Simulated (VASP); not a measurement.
# CsSnBr3 (Pm-3m) in VASP: further runs

The runs below take CsSnBr3 through single point, with PBE.

Program: VASP 6.6.1. These are calculated values, not measurements. Logs are shortened: lines on timing, memory, paths and dates and some standing lists are left out, and cuts for length are marked.

**1. The cell of the first run**

Symmetry: Pm-3m, No. 221, cubic system. The conventional cell has a = 5.841 Å, b = 5.841 Å, c = 5.841 Å, α = 90.00°, β = 90.00°, γ = 90.00°. Within 5.4 Å of Cs (site symmetry m-3m) lie 12 Br at 4.13 Å and 8 Sn at 5.06 Å. Sn (site symmetry m-3m) has 6 Br at 2.92 Å within 3.8 Å. Br (site symmetry 4/mmm) has 2 Sn at 2.92 Å within 3.8 Å.

**2. Single point, PBE, non-collinear spin, zero start, spin-orbit coupling**

The input, INCAR:

```
SYSTEM = CsSnBr3
PREC = Accurate
ENCUT = 500
EDIFF = 1E-6
ISMEAR = -1
SIGMA = 0.02
LREAL = .FALSE.
LASPH = .TRUE.
NELM = 200
ALGO = Normal
ISIF = 2
LWAVE = .FALSE.
LCHARG = .TRUE.
LNONCOLLINEAR = .TRUE.
MAGMOM = 0 0 0 0 0 0 0 0 0 0 0 0 0 0 0
LORBIT = 11
LSORBIT = .TRUE.
GGA_COMPAT = .FALSE.
LORBMOM = .TRUE.
GGA = PE
LVHAR = .TRUE.
NBANDS = 59
```

The input, KPOINTS:

```
Automatic mesh
0
G
  4 4 4
  0 0 0
```

The input, POSCAR:

```
CsSnBr3
1.0
    5.8411486749      0.0000000000      0.0000000000
    0.0000000000      5.8411486749      0.0000000000
    0.0000000000      0.0000000000      5.8411486749
Cs Sn Br
1 1 3
Direct
    0.0000000000      0.0000000000      0.0000000000
    0.5000000000      0.5000000000      0.5000000000
    0.5000000000      0.5000000000      0.0000000000
    0.5000000000      0.0000000000      0.5000000000
    0.0000000000      0.5000000000      0.5000000000
```

Potentials or basis: VASP PAW PBE potentials, release 64 (Cs_sv, Sn_d, Br).

The run is started by

```bash
$ cat potpaw_PBE.64/Cs_sv/POTCAR potpaw_PBE.64/Sn_d/POTCAR potpaw_PBE.64/Br/POTCAR > POTCAR
$ mpirun -np 1 vasp_ncl > vasp.out
```

OUTCAR:

```text
SYSTEM = CsSnBr3
   PREC = Accurate
   ENCUT = 500
   EDIFF = 1E-6
   ISMEAR = -1
   LREAL = .FALSE.
   LASPH = .TRUE.
   NELM = 200
   ISIF = 2
   LNONCOLLINEAR = .TRUE.
   LORBIT = 11
   LSORBIT = .TRUE.
   GGA = PE

 ion  position               nearest neighbor table
   1  0.000  0.000  0.000-
   2  0.500  0.500  0.500-   3 2.92   4 2.92   5 2.92   3 2.92   4 2.92   5 2.92
   3  0.500  0.500  0.000-   2 2.92   2 2.92
   4  0.500  0.000  0.500-   2 2.92   2 2.92
   5  0.000  0.500  0.500-   2 2.92   2 2.92

  LATTYP: Found a simple cubic cell.
 ALAT       =     5.8411486749

  Lattice vectors:

 A1 = (   5.8411486749,   0.0000000000,   0.0000000000)
 A2 = (   0.0000000000,   5.8411486749,   0.0000000000)
 A3 = (   0.0000000000,   0.0000000000,   5.8411486749)

Analysis of symmetry for initial positions (statically):
=====================================================================
 Subroutine PRICEL returns:
 Original cell was already a primitive cell.

 Routine SETGRP: Setting up the symmetry group for a
 simple cubic supercell.

 Subroutine GETGRP returns: Found 48 space group operations
 (whereof 48 operations were pure point group operations)
 out of a pool of 48 trial point group operations.

The static configuration has the point symmetry O_h .

Analysis of symmetry for dynamics (positions and initial velocities):
=====================================================================
 Subroutine PRICEL returns:
 Original cell was already a primitive cell.

 Routine SETGRP: Setting up the symmetry group for a
 simple cubic supercell.

 Subroutine GETGRP returns: Found 48 space group operations
 (whereof 48 operations were pure point group operations)
 out of a pool of 48 trial point group operations.

The dynamic configuration has the point symmetry O_h .

Analysis of structural, dynamic, and magnetic symmetry:
=====================================================================
 Subroutine PRICEL returns:
 Original cell was already a primitive cell.

 Routine SETGRP: Setting up the symmetry group for a
 simple cubic supercell.

 Subroutine GETGRP returns: Found 48 space group operations
 (whereof 48 operations were pure point group operations)
 out of a pool of 48 trial point group operations.

The overall configuration has the point symmetry O_h .

 Subroutine INISYM returns: Found 48 space group operations
 (whereof 48 operations are pure point group operations),
 and found     1 'primitive' translations

----------------------------------------------------------------------------------------

                                     Primitive cell

  volume of cell :     199.2943

  direct lattice vectors                    reciprocal lattice vectors
     5.841148675  0.000000000  0.000000000     0.171199203  0.000000000  0.000000000
     0.000000000  5.841148675  0.000000000     0.000000000  0.171199203  0.000000000
     0.000000000  0.000000000  5.841148675     0.000000000  0.000000000  0.171199203

  length of vectors
     5.841148675  5.841148675  5.841148675     0.171199203  0.171199203  0.171199203

  position of ions in fractional coordinates (direct lattice)
     0.000000000  0.000000000  0.000000000
     0.500000000  0.500000000  0.500000000
     0.500000000  0.500000000  0.000000000
     0.500000000  0.000000000  0.500000000
     0.000000000  0.500000000  0.500000000

  ion indices of the primitive-cell ions
   primitive index   ion index
                 1           1
                 2           2
                 3           3
                 4           4
                 5           5

----------------------------------------------------------------------------------------

 KPOINTS: Automatic mesh

Automatic generation of k-mesh.
 Grid dimensions read from file:
 generate k-points for:    4    4    4

 Generating k-lattice:

  Cartesian coordinates                     Fractional coordinates (reciprocal lattice)
     0.042799801  0.000000000  0.000000000     0.250000000  0.000000000  0.000000000
     0.000000000  0.042799801  0.000000000     0.000000000  0.250000000  0.000000000
[... 103 lines left out ...]
 k-point     1 :       0.0000    0.0000    0.0000
  band No.  band energies     occupation
      1     -20.6423      1.00000
      2     -20.6423      1.00000
      3     -20.6423      1.00000
      4     -20.6423      1.00000
      5     -20.1065      1.00000
      6     -20.1065      1.00000
[... 579 lines left out ...]
     55       6.5117      0.00000
     56       6.5117      0.00000
 [bands above 56 left out]

------------------------ aborting loop because EDIFF is reached ----------------------------------------

  FORCE on cell =-STRESS in cart. coord.  units (eV):
  Direction    XX          YY          ZZ          XY          YZ          ZX
  --------------------------------------------------------------------------------------
  -------------------------------------------------------------------------------------
  Total        0.9071626      0.9071626      0.9071626      0.0000000      0.0000000      0.0000000
  in kB        7.2929113      7.2929113      7.2929113      0.0000000      0.0000000      0.0000000
  external PRESSURE =       7.2929113 kB  Pullay stress =       0.0000000 kB

 VOLUME and BASIS-vectors are now :
 -----------------------------------------------------------------------------
  energy-cutoff  :      500.00
  volume of cell :      199.29
      direct lattice vectors                 reciprocal lattice vectors
     5.841148675  0.000000000  0.000000000     0.171199203  0.000000000  0.000000000
     0.000000000  5.841148675  0.000000000     0.000000000  0.171199203  0.000000000
     0.000000000  0.000000000  5.841148675     0.000000000  0.000000000  0.171199203

 POSITION                                       TOTAL-FORCE (eV/Angst)
 -----------------------------------------------------------------------------------
      0.00000      0.00000      0.00000         0.000000      0.000000      0.000000
      2.92057      2.92057      2.92057         0.000000      0.000000      0.000000
      2.92057      2.92057      0.00000         0.000000      0.000000      0.000000
      2.92057      0.00000      2.92057         0.000000      0.000000      0.000000
      0.00000      2.92057      2.92057         0.000000      0.000000      0.000000
 -----------------------------------------------------------------------------------
    total drift:                                0.000000     -0.000000     -0.000000

  FREE ENERGIE OF THE ION-ELECTRON SYSTEM (eV)
  ---------------------------------------------------
  free  energy   TOTEN  =       -16.0598648354 eV

  energy  without entropy=      -16.0597515013  energy(sigma->0) =      -16.05980817

 orbital moment (x)

 # of ion     p       d       tot
 ----------------------------------------
  1         0.000  -0.000  -0.000
  2        -0.000  -0.000  -0.000
  3         0.000   0.000   0.000
  4         0.000   0.000   0.000
  5         0.000   0.000   0.000
 ----------------------------------------
            0.000  -0.000  -0.000

 orbital moment (y)

 # of ion     p       d       tot
 ----------------------------------------
  1         0.000  -0.000  -0.000
  2        -0.000   0.000   0.000
  3         0.000  -0.000  -0.000
  4         0.000  -0.000  -0.000
  5         0.000  -0.000  -0.000
 ----------------------------------------
           -0.000   0.000   0.000

 orbital moment (z)

 # of ion     p       d       tot
 ----------------------------------------
  1         0.000   0.000   0.000
  2         0.000  -0.000  -0.000
  3         0.000  -0.000  -0.000
  4         0.000   0.000   0.000
  5         0.000  -0.000  -0.000
 ----------------------------------------
            0.000  -0.000  -0.000

 Spin-Orbit-Coupling matrix elements

 Ion:    1  E_soc:     -0.3233535
 l=   1
     0.0000000    -0.0538749    -0.0538749
    -0.0538749     0.0000000    -0.0538749
    -0.0538749    -0.0538749     0.0000000
 l=   2
     0.0000000    -0.0000033     0.0000000    -0.0000033    -0.0000141
    -0.0000033     0.0000000    -0.0000106    -0.0000033    -0.0000035
     0.0000000    -0.0000106     0.0000000    -0.0000106     0.0000000
    -0.0000033    -0.0000033    -0.0000106     0.0000000    -0.0000035
    -0.0000141    -0.0000035     0.0000000    -0.0000035     0.0000000
 l=   3
     0.0000000     0.0000000     0.0000000     0.0000000     0.0000000     0.0000000     0.0000000
     0.0000000     0.0000000     0.0000000     0.0000000     0.0000000     0.0000000     0.0000000
     0.0000000     0.0000000     0.0000000     0.0000000     0.0000000     0.0000000     0.0000000
     0.0000000     0.0000000     0.0000000     0.0000000     0.0000000     0.0000000     0.0000000
[... 69 lines left out ...]
 l=   2
     0.0000000    -0.0000001     0.0000000    -0.0000010     0.0000034
    -0.0000001     0.0000000    -0.0000002    -0.0000001    -0.0000001
     0.0000000    -0.0000002     0.0000000     0.0000014     0.0000000
    -0.0000010    -0.0000001     0.0000014     0.0000000     0.0000020
     0.0000034    -0.0000001     0.0000000     0.0000020     0.0000000
 l=   3
     0.0000000     0.0000000     0.0000000     0.0000000     0.0000000     0.0000000     0.0000000
     0.0000000     0.0000000     0.0000000     0.0000000     0.0000000     0.0000000     0.0000000
     0.0000000     0.0000000     0.0000000     0.0000000     0.0000000     0.0000000     0.0000000
     0.0000000     0.0000000     0.0000000     0.0000000     0.0000000     0.0000000     0.0000000
     0.0000000     0.0000000     0.0000000     0.0000000     0.0000000     0.0000000     0.0000000
     0.0000000     0.0000000     0.0000000     0.0000000     0.0000000     0.0000000     0.0000000
     0.0000000     0.0000000     0.0000000     0.0000000     0.0000000     0.0000000     0.0000000

 total charge

# of ion       s       p       d       tot
------------------------------------------
    1        1.831   4.710   0.012   6.553
    2        1.441   0.564  10.000  12.004
    3        1.613   3.245   0.010   4.867
    4        1.613   3.245   0.010   4.867
    5        1.613   3.245   0.010   4.867
--------------------------------------------------
tot          8.111  15.008  10.040  33.159

 magnetization (x)

# of ion       s       p       d       tot
------------------------------------------
    1        0.000  -0.000   0.000   0.000
    2        0.000   0.000   0.000   0.000
    3        0.000  -0.000   0.000   0.000
    4        0.000  -0.000  -0.000  -0.000
    5       -0.000   0.000  -0.000  -0.000
--------------------------------------------------
tot          0.000  -0.000   0.000  -0.000

 magnetization (y)

# of ion       s       p       d       tot
------------------------------------------
    1        0.000  -0.000   0.000   0.000
    2        0.000   0.000  -0.000   0.000
    3       -0.000  -0.000  -0.000  -0.000
    4        0.000   0.000   0.000   0.000
    5        0.000  -0.000   0.000  -0.000
--------------------------------------------------
tot          0.000  -0.000  -0.000  -0.000

 magnetization (z)

# of ion       s       p       d       tot
------------------------------------------
    1       -0.000  -0.000  -0.000  -0.000
    2        0.000   0.000  -0.000   0.000
    3        0.000   0.000  -0.000   0.000
    4        0.000  -0.000   0.000  -0.000
    5       -0.000  -0.000   0.000  -0.000
--------------------------------------------------
tot         -0.000  -0.000  -0.000  -0.000
```

It took 9.5 min on 1 thread of Intel Xeon 8259CL, shared host; peak memory 0.83 GiB.

Results:

- Free energy: -16.0599 eV
- Pressure: 0.7 GPa
- Net moment: 0.00 μB per cell
- Valence electrons inside the program's atomic spheres: Cs 6.55; Sn 12.00; Br 4.87

Moments on the atoms (μB; x, y, z):
```
Cs  0.00 0.00 0.00
Sn  0.00 0.00 0.00
Br  0.00 0.00 0.00
Br  0.00 0.00 0.00
Br  0.00 0.00 0.00
```

**3. Single point, PBE**

The input, INCAR:

```
SYSTEM = CsSnBr3
ALGO = Normal
EDIFF = 1E-6
ENCUT = 500
GGA = PE
GGA_COMPAT = .FALSE.
ISIF = 2
ISMEAR = 0
LASPH = .TRUE.
LCHARG = .TRUE.
LELF = .TRUE.
LREAL = .FALSE.
LVHAR = .TRUE.
LWAVE = .FALSE.
NBANDS = 30
NELM = 120
PREC = Accurate
SIGMA = 0.01
```

The input, KPOINTS:

```
k-points
0
G
  4 4 4
  0 0 0
```

POSCAR is that of step 2.

Potentials or basis: VASP PAW PBE potentials, release 64 (Cs_sv, Sn_d, Br).

The run is started by

```bash
$ cat potpaw_PBE.64/Cs_sv/POTCAR potpaw_PBE.64/Sn_d/POTCAR potpaw_PBE.64/Br/POTCAR > POTCAR
$ mpirun -np 1 vasp_std > vasp.out
```

OUTCAR:

```text
SYSTEM = CsSnBr3
   EDIFF = 1E-6
   ENCUT = 500
   GGA = PE
   ISIF = 2
   ISMEAR = 0
   LASPH = .TRUE.
   LREAL = .FALSE.
   NELM = 120
   PREC = Accurate

 ion  position               nearest neighbor table
   1  0.000  0.000  0.000-
   2  0.500  0.500  0.500-   3 2.92   4 2.92   5 2.92   3 2.92   4 2.92   5 2.92
   3  0.500  0.500  0.000-   2 2.92   2 2.92
   4  0.500  0.000  0.500-   2 2.92   2 2.92
   5  0.000  0.500  0.500-   2 2.92   2 2.92

  LATTYP: Found a simple cubic cell.
[... 515 lines left out ...]
  --------------------------------------------------------------------------------------
  -------------------------------------------------------------------------------------
  Total        0.9126143      0.9126143      0.9126143      0.0000000     -0.0000000     -0.0000000
  in kB        7.3367394      7.3367394      7.3367394      0.0000000     -0.0000000     -0.0000000
  external PRESSURE =       7.3367394 kB  Pullay stress =       0.0000000 kB

 VOLUME and BASIS-vectors are now :
 -----------------------------------------------------------------------------
  energy-cutoff  :      500.00
  volume of cell :      199.29
      direct lattice vectors                 reciprocal lattice vectors
     5.841148675  0.000000000  0.000000000     0.171199203  0.000000000  0.000000000
     0.000000000  5.841148675  0.000000000     0.000000000  0.171199203  0.000000000
     0.000000000  0.000000000  5.841148675     0.000000000  0.000000000  0.171199203

 POSITION                                       TOTAL-FORCE (eV/Angst)
 -----------------------------------------------------------------------------------
      0.00000      0.00000      0.00000         0.000000      0.000000      0.000000
      2.92057      2.92057      2.92057         0.000000      0.000000      0.000000
      2.92057      2.92057      0.00000         0.000000      0.000000      0.000000
      2.92057      0.00000      2.92057         0.000000      0.000000      0.000000
      0.00000      2.92057      2.92057         0.000000      0.000000      0.000000
 -----------------------------------------------------------------------------------
    total drift:                                0.000000     -0.000000     -0.000000

  FREE ENERGIE OF THE ION-ELECTRON SYSTEM (eV)
  ---------------------------------------------------
  free  energy   TOTEN  =       -15.7766071134 eV

  energy  without entropy=      -15.7766071134  energy(sigma->0) =      -15.77660711
```

OSZICAR:

```text
N       E                     dE             d eps       ncg     rms          rms(c)
DAV:   1     0.373829957226E+03    0.37383E+03   -0.18732E+04   600   0.137E+03
DAV:   2     0.326427401630E+02   -0.34119E+03   -0.32636E+03   680   0.304E+02
DAV:   3    -0.143527283480E+02   -0.46995E+02   -0.46470E+02   690   0.123E+02
DAV:   4    -0.162378029327E+02   -0.18851E+01   -0.18712E+01   746   0.295E+01
DAV:   5    -0.162810968331E+02   -0.43294E-01   -0.43270E-01   718   0.422E+00    0.494E+00
DAV:   6    -0.158055278887E+02    0.47557E+00   -0.76340E-01   860   0.456E+00    0.277E+00
DAV:   7    -0.157676881359E+02    0.37840E-01   -0.35323E-01   780   0.252E+00    0.103E+00
DAV:   8    -0.157759320941E+02   -0.82440E-02   -0.39906E-02   704   0.133E+00    0.173E-01
DAV:   9    -0.157761446051E+02   -0.21251E-03   -0.31095E-03   806   0.388E-01    0.923E-02
DAV:  10    -0.157765585276E+02   -0.41392E-03   -0.82805E-04   706   0.138E-01    0.438E-02
DAV:  11    -0.157766041522E+02   -0.45625E-04   -0.15990E-04   760   0.890E-02    0.985E-03
DAV:  12    -0.157766074742E+02   -0.33220E-05   -0.22602E-05   758   0.312E-02    0.104E-02
DAV:  13    -0.157766071134E+02    0.36079E-06   -0.90223E-07   482   0.592E-03
   1 F= -.15776607E+02 E0= -.15776607E+02  d E =-.846473E-29
```

Run time: 47 s. Hardware: 1 thread of Intel Xeon Platinum 8559C (Emerald Rapids), shared host; peak memory 0.34 GiB.

What came out:

* Free energy: -15.7766 eV
* Pressure: 0.7 GPa
* Band gap on the k mesh: 0.50 eV

Caveat: spin-orbit coupling is left out, which moves the levels of the heavy elements.
